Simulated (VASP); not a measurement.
**C: single point with PBE+D3(BJ)**

C:

```
CELL_PARAMETERS angstrom
1.23387 0.71238 7.33156
-1.23387 0.71238 7.33156
0.00000 -1.42475 7.33156
ATOMIC_POSITIONS crystal
C 0.91898 0.91898 0.91898
C 0.25230 0.25230 0.25230
C 0.74770 0.74770 0.74770
C 0.08102 0.08102 0.08102
```

```json
{
 "Program": "VASP 6.6.1",
 "Task": "single point",
 "Functional": "PBE",
 "Dispersion": "D3(BJ)",
 "Potentials or basis": "VASP PAW PBE potentials, release 64 (C)",
 "Cutoff": "520 eV",
 "k mesh": "18 × 18 × 18",
 "Occupations": "gaussian, width 0.01 eV",
 "Spin": "no spin polarisation",
 "Dipole correction": "no",
 "Further INCAR settings": "ALGO = Normal; EDIFF = 1e-07; NBANDS = 16"
}
```

| Item | Value |
| --- | --- |
| Pressure | -0.8 GPa |
| Dispersion energy per atom | -0.141 eV |

Forces on the atoms (eV/Å):
```
C    0.000  0.000 -0.002
C    0.000  0.000  0.003
C    0.000  0.000 -0.003
C    0.000  0.000  0.002
```

Stress tensor (GPa, compression positive):
```
-0.58  0.00  0.00
 0.00 -0.58  0.00
 0.00  0.00 -1.32
```

It took 26 min on 1 thread of Intel(R) Xeon(R) Platinum 8488C (Sapphire Rapids) (shared host), peak memory 0.58 GiB.
